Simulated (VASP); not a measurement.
Write the native input for VASP 6.6.1 that does the following.

| Property | Result |
| --- | --- |
| Task | single point |
| Functional | PBE |
| Dispersion | D3(BJ) |
| Potentials or basis | VASP PAW PBE potentials, release 64 (Bi_d, Se) |
| Cutoff | 520 eV |
| k mesh | 6 × 6 × 6 |
| Occupations | gaussian, width 0.1 eV |
| Spin | no spin polarisation |
| Dipole correction | no |
| Further INCAR settings | ALGO = Normal; EDIFF = 1e-06; NBANDS = 32 |

The structure of Bi2Se3 lies in POSCAR:

```
Bi2Se3
1.0
    2.0664066107      1.1930404130      9.5924512478
   -2.0664066107      1.1930404130      9.5924512478
    0.0000000000     -2.3860808258      9.5924512478
Bi Se
2 3
Direct
    0.3990000000      0.3990000000      0.3990000000
    0.6010000000      0.6010000000      0.6010000000
    0.0000000000      0.0000000000      0.0000000000
    0.2080000000      0.2080000000      0.2080000000
    0.7920000000      0.7920000000      0.7920000000
```

One way to write it, as run:

INCAR

```
SYSTEM = Bi2Se3
ALGO = Normal
EDIFF = 1E-6
ENCUT = 520
GGA = PE
ISIF = 2
ISMEAR = 0
IVDW = 12
LASPH = .TRUE.
LCHARG = .FALSE.
LREAL = .FALSE.
LWAVE = .FALSE.
NBANDS = 32
NELM = 60
PREC = Accurate
SIGMA = 0.1
```

KPOINTS

```
k-points
0
G
  6 6 6
  0 0 0
```

Potentials or basis: VASP PAW PBE potentials, release 64 (Bi_d, Se).

Launch:

```bash
$ cat potpaw_PBE.64/Bi_d/POTCAR potpaw_PBE.64/Se/POTCAR > POTCAR
$ mpirun -np 1 vasp_std > vasp.out
```

It gave:

```
Pressure                   : -1.7 GPa
Largest force              : 0.943 eV/Å
Band gap on the k mesh     : 0.18 eV, direct
Dispersion energy per atom : -0.401 eV
```

Caveat: spin-orbit coupling is left out, which moves the levels of the heavy elements.

Run time: 17 min on 1 thread of Intel Xeon 8259CL, on a shared host, peak memory 0.96 GiB.
